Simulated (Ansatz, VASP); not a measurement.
# Two plane-wave programs on Hf12H

```
Hf H
1.0
     6.40000    0.00000    0.00000
    -4.80000    8.31384    0.00000
     0.00000    0.00000    5.06240
Hf H
12 1
Direct
  0.00098 0.00037 0.99954
  0.16610 0.21957 0.50553
  0.00681 0.32892 0.00923
  0.17543 0.55975 0.49774
  0.00287 0.67257 0.00698
  0.16910 0.89115 0.50539
  0.49725 0.99721 0.99409
  0.66400 0.21607 0.49250
  0.49108 0.32892 0.00239
  0.65982 0.55980 0.49121
  0.50082 0.66901 0.99452
  0.66571 0.88797 0.49967
  0.83315 0.44192 0.24797
```

Alike in both runs: functional LDA; k mesh 3 × 2 × 3; occupations fermi-dirac, width 0.05 eV; no spin polarisation.

Ansatz relaxed the structure, and its values are those at the end. VASP's run is a single point on that final structure, the one shown.

|  | VASP | Ansatz |
| --- | --- | --- |
| version | VASP 6.6.1 | Ansatz 0.2.0 |
| potentials or method | VASP PAW LDA potentials, release 64 (Hf_pv, H), cutoff 520 eV | scalar-relativistic, plane waves, PAW |
| valence electrons in the cell | 121 | 313 |

|  | VASP | Ansatz | Ansatz less VASP |
| --- | --- | --- | --- |
| rms of the force components (eV/Å) | 0.010 | 0.010 | -0.0003 |

LDA's correlation is that of Perdew and Zunger in VASP and of Perdew and Wang (1992) in Ansatz. VASP's potentials hold 121 valence electrons a cell and Ansatz's 313, so a difference there can come from the potentials and not from the codes.

The k mesh is coarse, so the values compare programs but aren't converged. Spin-orbit coupling is off throughout.
